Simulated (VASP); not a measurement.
BaS:

```
CELL_PARAMETERS angstrom
0.00000 3.19375 3.19375
3.19375 0.00000 3.19375
3.19375 3.19375 0.00000
ATOMIC_POSITIONS crystal
Ba 0.00000 0.00000 0.00000
S 0.50000 0.50000 0.50000
```

```yaml
Program: VASP 6.6.1
Task: relaxation of cell and atoms
Functional: PBE
Potentials_or_basis: VASP PAW PBE potentials, release 64 (Ba_sv, S)
Cutoff: 600 eV
k_mesh: 6 × 6 × 6
Occupations: fermi-dirac, width 0.02 eV
Spin: no spin polarisation
```

At the start: pressure 1.4 GPa; volume 32.58 Å³/atom.

**Question.** How do energy, volume and symmetry change on relaxing?

**Answer.** Over 3 steps the energy falls by 4.7 meV/atom and the volume is 33.65 Å³/atom (+3.3 %); space group Fm-3m (No. 225, to 0.1 Å) before and after.

The path:
```csv
step,energy change (eV),largest force (eV/Å),pressure (GPa),volume (Å³)
1,0.0000,0.0000,1.44,65.15
2,-0.0086,0.0000,-0.39,67.95
3,-0.0094,0.0000,0.00,67.30
```

Final structure:
```
CELL_PARAMETERS angstrom
0.00000 3.22839 3.22839
3.22839 0.00000 3.22839
3.22839 3.22839 0.00000
ATOMIC_POSITIONS crystal
Ba 0.00000 0.00000 0.00000
S 0.50000 0.50000 0.50000
```
